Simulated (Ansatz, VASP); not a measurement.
Te3W in VASP and in Ansatz

```xyz
4
Lattice="5.2985 0.0000 0.0000 0.0000 5.2985 0.0000 0.0000 0.0000 5.2985" Properties=species:S:1:pos:R:3 pbc="T T T"
Te    0.0000    0.0000    2.6493
Te    0.0000    2.6493    0.0000
Te    2.6493    0.0000    0.0000
W     0.0000    0.0000    0.0000
```

Alike in both runs: functional PBEsol; k mesh 8 × 8 × 8; occupations fermi-dirac, width 0.15 eV; no spin polarisation.

Ansatz relaxed the structure, and its values are those at the end. VASP's run is a single point on that final structure, the one shown.

```csv
,VASP,Ansatz
version,VASP 6.6.1,Ansatz 0.2.0
potentials or method,"VASP PAW PBE potentials, release 64 (Te, W_sv), cutoff 520 eV","scalar-relativistic, plane waves, PAW"
valence electrons in the cell,32,62
```

|  | VASP | Ansatz | Ansatz less VASP |
| --- | --- | --- | --- |
| gap on the k mesh at the Fermi level (eV) | none | none | - |
| pressure (GPa) | 0.0 | 0.0 | -0.03 |

VASP's potentials were made for PBE, not for PBEsol. A gap of «none» marks a metal or a gap that the smearing closes. VASP's potentials hold 32 valence electrons a cell and Ansatz's 62, so a difference there can come from the potentials and not from the codes.

Neither program's run includes spin-orbit coupling.
